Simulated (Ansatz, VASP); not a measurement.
## Two plane-wave programs on As

POSCAR

```
As
1.0
    2.6715177672      0.0000000000      0.0000000000
    0.0000000000      2.6715177672      0.0000000000
    0.0000000000      0.0000000000      2.6715177672
As
1
Direct
    0.0000000000      0.0000000000      0.0000000000
```

Contents of INCAR.step1:

```
  ALGO = Normal
  EDIFF = 1E-4
  ENCUT = 520
  GGA = PE
  ISMEAR = -1
  LASPH = T
  LCHARG = F
  LREAL = F
  LWAVE = T
  NBANDS = 8
  NELM = 100
  PREC = Accurate
  SIGMA = 0.1
```

The input INCAR.step2:

```
  ALGO = Normal
  EDIFF = 1E-7
  ENCUT = 520
  ISIF = 2
  ISMEAR = -1
  ISTART = 1
  LASPH = T
  LCHARG = T
  LELF = T
  LMIXTAU = T
  LREAL = F
  LVHAR = T
  LWAVE = F
  METAGGA = R2SCAN
  NBANDS = 8
  NELM = 100
  PREC = Accurate
  SIGMA = 0.1
```

KPOINTS

```
k-points
0
Gamma
  13 13 13
```

Input for Ansatz:

```yaml
crystal:
  lattice:
    - [2.6715177672, 0.0, 0.0]
    - [0.0, 2.6715177672, 0.0]
    - [0.0, 0.0, 2.6715177672]
  atoms:
    - { symbol: As, position: [0.0, 0.0, 0.0] }
hamiltonian:
  xc: r2scan
  pseudopotentials:
    kind: paw
    azcp:
      As: "pseudopotentials/As.paw.azcp"
basis:
  ecutwfc: 500
  fft_grid_basis: typed
kpoints:
  mp_grid: { grid: [13, 13, 13], shift: [0, 0, 0] }
magnetization:
  spin_polarized: false
scf:
  occupations: { method: fermi_dirac, width: 0.1 }
  lower_state_search: "off"
output:
  stress: true
```

Alike in both runs: task single point; functional r2SCAN; k mesh 13 × 13 × 13; occupations fermi-dirac, width 0.1 eV; no spin polarisation.

|  | VASP | Ansatz |
| --- | --- | --- |
| version | VASP 6.6.1 | Ansatz 0.2.0 |
| potentials or method | VASP PAW PBE potentials, release 64 (As), cutoff 520 eV | plane waves (500 eV) with PAW, scalar-relativistic |
| valence electrons in the cell | 5 | 15 |

```csv
,VASP,Ansatz,Ansatz less VASP
pressure (GPa),3.9,3.9,0.00
```

VASP's potentials were made for PBE, not for r2SCAN. VASP's potentials hold 5 valence electrons a cell and Ansatz's 15, so a difference there can come from the potentials and not from the codes.
